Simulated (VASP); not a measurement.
A run of VASP 6.6.1 is set up as follows.

INCAR

```
PREC = Accurate ; ENCUT = 520
EDIFF = 1E-7 ; ISMEAR = 0
SIGMA = 0.05 ; LREAL = F
LASPH = T ; NELM = 60
ALGO = Normal ; ISIF = 2
LWAVE = F ; LCHARG = T
GGA = PE ; LELF = T
LVHAR = T ; NBANDS = 11
```

The input KPOINTS:

```
regular mesh
0
Gamma
  10 10 10
```

POSCAR

```
AlN
1.0
    0.0803063325      2.0200728191      2.0200728191
    2.0200728191      0.0803063325      2.0200728191
    2.0200728191      2.0200728191      0.0803063325
Al N
1 1
Direct
    0.5000000000      0.5000000000      0.5000000000
    0.0000000000      0.0000000000      0.0000000000
```

Potentials or basis: VASP PAW PBE potentials, release 64 (Al, N).

The run is started by

```bash
$ cat potpaw_PBE.64/Al/POTCAR potpaw_PBE.64/N/POTCAR > POTCAR
$ mpirun -np 1 vasp_std > vasp.out
```

**Question.** Estimate the band gap on the k mesh.

**Answer.** 4.21 eV, indirect (least direct gap 6.03 eV).

**Question.** What does it give for the pressure?

**Answer.** 25.0 GPa.

Stress tensor (GPa, compression positive):
```
 24.95 -14.66 -14.66
-14.66  24.95 -14.66
-14.66 -14.66  24.95
```

A k mesh can miss the band edges. PBE gaps usually lie below the measured ones, often by a third to a half.
